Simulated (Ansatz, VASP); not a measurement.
**Two plane-wave programs on Si2GeP3**

```
Si Ge P
1.0
     3.18428    0.00000    0.00000
     0.00000    3.18428    0.00000
     0.00000    0.00000    9.21535
Si Ge P
2 1 3
Direct
  0.50000 0.50000 0.32450
  0.50000 0.50000 0.67550
  0.50000 0.50000 0.00000
  0.00000 0.00000 0.79364
  0.00000 0.00000 0.20636
  0.00000 0.00000 0.50000
```

Change from the starting cell: species swapped into the Li3Tl2Cd type (P4/mmm, No. 123).

Alike in both runs: functional PBE; k mesh 12 × 12 × 4; occupations gaussian, width 0.1 eV; no spin polarisation.

Ansatz relaxed the structure, and its values are those at the end. VASP's run is a single point on that final structure, the one shown.

```csv
,VASP,Ansatz
version,VASP 6.6.1,Ansatz 0.2.0
potentials or method,"VASP PAW PBE potentials, release 64 (Si, Ge_d, P), cutoff 520 eV","scalar-relativistic, plane waves, PAW"
valence electrons in the cell,37,37
```

Ansatz gave:

| Property | Result |
| --- | --- |
| gap on the k mesh at the Fermi level (eV) | none |
| pressure (GPa) | 0.0 |

Question: What did VASP give for the same quantities?

Answer: gap on the k mesh at the Fermi level (eV): none; pressure (GPa): -0.1.

A gap of «none» marks a metal or a gap that the smearing closes. With one functional, cell and mesh, what is left measures potentials, basis and numerics.
